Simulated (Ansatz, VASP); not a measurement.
**Si in VASP and in Ansatz**

File INCAR:

```
PREC     = Accurate       # precision mode
ENCUT    = 500            # plane-wave cutoff, eV
EDIFF    = 1E-6           # SCF threshold, eV
ISMEAR   = 0              # smearing method
SIGMA    = 0.01           # smearing width, eV
LREAL    = False          # projectors in reciprocal space
LASPH    = True           # aspherical terms in the spheres
NELM     = 120            # most SCF steps
ALGO     = Normal         # electronic algorithm
ISIF     = 2              # what is computed and relaxed
LWAVE    = False          # write WAVECAR
LCHARG   = False          # write CHGCAR
GGA      = B5             # functional
ALDAX    = 1.0          
AGGAX    = 1.0          
AGGAC    = 1.0          
ALDAC    = 0.0          
NBANDS   = 11             # bands
GGA_COMPAT= False
```

File KPOINTS:

```
regular mesh
0
Gamma
  8 8 8
```

File POSCAR:

```
Si
1.0
    0.0000000000      2.7135600000      2.7135600000
    2.7135600000      0.0000000000      2.7135600000
    2.7135600000      2.7135600000      0.0000000000
Si
2
Direct
    0.7500000000      0.7500000000      0.7500000000
    0.5000000000      0.5000000000      0.5000000000
```

Input for Ansatz:

```yaml
crystal:
  lattice:
    - [0.0, 2.71356, 2.71356]
    - [2.71356, 0.0, 2.71356]
    - [2.71356, 2.71356, 0.0]
  atoms:
    - { symbol: Si, position: [0.7499999999999999, 0.7499999999999999, 0.7499999999999999] }
    - { symbol: Si, position: [0.5, 0.5, 0.5] }
kpoints:
  mp_grid:
    grid: [8, 8, 8]
hamiltonian:
  xc: blyp
scf:
  occupations:
    method: fixed
output:
  stress: true
  eigenvalues: true
```

Alike in both runs: task single point; functional BLYP; k mesh 8 × 8 × 8; no spin polarisation.

|  | VASP | Ansatz |
| --- | --- | --- |
| version | VASP 6.6.1 | Ansatz 0.2.0 |
| potentials or method | VASP PAW PBE potentials, release 64 (Si) | plane waves, PAW |
| plane-wave cutoff (eV) | 500 | 420 |
| occupations | gaussian, width 0.01 eV | fixed |
| valence electrons in the cell | 8 | 8 |

Ansatz gave:

- gap on the k mesh at the Fermi level (eV): 0.83
- pressure (GPa): 5.2

Q: What did VASP give for the same quantities?

A: gap on the k mesh at the Fermi level (eV): 0.84; pressure (GPa): 5.3.

VASP's potentials were made for PBE, not for BLYP.
